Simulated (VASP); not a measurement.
Write the native input for VASP 6.6.1 that does the following.

```
Task                   : relaxation of cell and atoms
Functional             : PBE
Dispersion             : D4
Potentials or basis    : VASP PAW PBE potentials, release 64 (Pt, S)
Cutoff                 : 600 eV
k mesh                 : 6 × 6 × 4
Occupations            : gaussian, width 0.1 eV
Spin                   : no spin polarisation
Dipole correction      : no
Further INCAR settings : ALGO = Normal; EDIFF = 1e-06; IBRION = 2; EDIFFG = -0.05; NSW = 100; ISIF = 3
```

The structure of PtS2 (d4) lies in POSCAR:

```
PtS2
1.0
    3.5432000000      0.0000000000      0.0000000000
   -1.7716000000      3.0685012107      0.0000000000
    0.0000000000      0.0000000000      5.0388000000
Pt S
1 2
Direct
    0.0000000000      0.0000000000      0.0000000000
    0.3333333333      0.6666666667      0.2270000000
    0.6666666667      0.3333333333      0.7730000000
```

One way to write it, as run:

INCAR

```
SYSTEM = PtS2
ALGO     = Normal         ! electronic algorithm
EDIFF    = 1E-6           ! SCF threshold, eV
EDIFFG   = -0.05          ! ionic threshold
ENCUT    = 600            ! plane-wave cutoff, eV
GGA      = PE             ! functional
IBRION   = 2              ! ionic algorithm
ISIF     = 3              ! what is computed and relaxed
ISMEAR   = 0              ! smearing method
IVDW     = 13             ! dispersion correction
LASPH    = .True.         ! aspherical terms in the spheres
LCHARG   = .False.        ! write CHGCAR
LREAL    = .False.        ! projectors in reciprocal space
LWAVE    = .False.        ! write WAVECAR
NELM     = 80             ! most SCF steps
NSW      = 100            ! ionic steps
PREC     = Accurate       ! precision mode
SIGMA    = 0.1            ! smearing width, eV
```

KPOINTS

```
k-points
0
Gamma
  6 6 4
  0 0 0
```

Potentials or basis: VASP PAW PBE potentials, release 64 (Pt, S).

Launch:

```console
$ cat potpaw_PBE.64/Pt/POTCAR potpaw_PBE.64/S/POTCAR > POTCAR
$ mpirun -np 1 vasp_std > vasp.out
```

Results of the run:

```yaml
Relaxed_volume: 17.60 Å³/atom
Relaxed_cell: a = 3.577 Å, b = 3.577 Å, c = 4.766 Å, α = 90.00°, β = 90.00°, γ = 120.00°
Space_group_after_relaxing_to_0.05_Å: P-3m1 (No. 164)
Energy_gained_by_relaxing: 41.7 meV/atom
Ionic_steps: 11
Pressure_after_relaxing: -0.1 GPa
Band_gap_on_the_k_mesh: 0.25 eV, indirect (least direct gap 1.14 eV)
Dispersion_energy_per_atom: -0.456 eV
```

Caveat: spin-orbit coupling is left out, which moves the levels of the heavy elements.

Run time: 91 s on 1 thread of Intel(R) Xeon(R) 6975P-C (Granite Rapids), with other jobs on the host, peak memory 0.2 GiB.
